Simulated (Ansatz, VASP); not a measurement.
**MgO in VASP and in Ansatz**

Contents of INCAR:

```
PREC = Accurate
ENCUT = 520
EDIFF = 1E-6
ISMEAR = 0
SIGMA = 0.05
LREAL = False
LASPH = True
NELM = 80
ALGO = Normal
ISIF = 2
LWAVE = False
LCHARG = False
GGA = PE
NBANDS = 11
```

Contents of KPOINTS:

```
Automatic mesh
0
Gamma
  10 10 10
```

POSCAR

```
MgO
1.0
    0.0000000000      2.1269229054      1.9993075311
    2.1269229054      0.0000000000      1.9993075311
    2.1269229054      2.1269229054      0.0000000000
Mg O
1 1
Direct
    0.0000000000      0.0000000000      0.0000000000
    0.5000000000      0.5000000000      0.5000000000
```

Input for Ansatz:

```yaml
crystal:
  lattice:
    - [0.0, 2.1269229054, 1.9993075311]
    - [2.1269229054, 0.0, 1.9993075311]
    - [2.1269229054, 2.1269229054, 0.0]
  atoms:
    - { symbol: Mg, position: [0.0, 0.0, 0.0] }
    - { symbol: O, position: [0.5, 0.5, 0.5] }
basis:
  ecutwfc: 420
kpoints:
  mp_grid: { grid: [10, 10, 10] }
hamiltonian:
  xc: pbe
scf:
  occupations: { method: gaussian, width: 0.05 }
output:
  forces: true
  stress: true
  eigenvalues: true
```

Change from the starting cell: strain -0.0600 x Voigt [0, 0, 1, 0, 0, 0], atoms carried along.

Alike in both runs: task single point; functional PBE; k mesh 10 × 10 × 10; occupations gaussian, width 0.05 eV; no spin polarisation.

```csv
,VASP,Ansatz
version,VASP 6.6.1,Ansatz 0.2.0
potentials or method,"VASP PAW PBE potentials, release 64 (Mg, O), cutoff 520 eV","scalar-relativistic, plane waves, PAW"
valence electrons in the cell,8,16
```

|  | VASP | Ansatz | Ansatz less VASP |
| --- | --- | --- | --- |
| gap on the k mesh at the Fermi level (eV) | 4.97 | 4.99 | +0.016 |
| least direct gap on the mesh (eV) | 4.97 | 4.99 | +0.016 |
| pressure (GPa) | 11.2 | 11.9 | +0.70 |
| traceless stress, the component that is largest in VASP (GPa) | 11.74 | 11.64 | -0.103 |

VASP's potentials hold 8 valence electrons a cell and Ansatz's 16, so a difference there can come from the potentials and not from the codes.
